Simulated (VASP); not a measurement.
Here is a VASP 6.6.1 calculation.

File INCAR:

```
PREC = Accurate
ENCUT = 520
EDIFF = 1E-6
ISMEAR = -1
SIGMA = 0.1
LREAL = False
LASPH = True
NELM = 60
ALGO = Normal
ISIF = 2
LWAVE = False
LCHARG = False
GGA = PE
NBANDS = 13
```

KPOINTS

```
regular mesh
0
Gamma
  14 14 14
```

Contents of POSCAR:

```
Ge
1.0
    0.0000000000      2.2208415049      2.2208415049
    2.2208415049      0.0000000000      2.2208415049
    2.2208415049      2.2208415049      0.0000000000
Ge
1
Direct
    0.0000000000      0.0000000000      0.0000000000
```

Potentials or basis: VASP PAW PBE potentials, release 64 (Ge_d).

Run with:

```sh
$ cat potpaw_PBE.64/Ge_d/POTCAR > POTCAR
$ mpirun -np 1 vasp_std > vasp.out
```

Q: What does it give for the band gap on the k mesh?

A: Zero (band 7 reaches 12.92 eV, above the bottom of band 8 at 3.38 eV).

Q: Estimate the pressure.

A: -5.5 GPa.
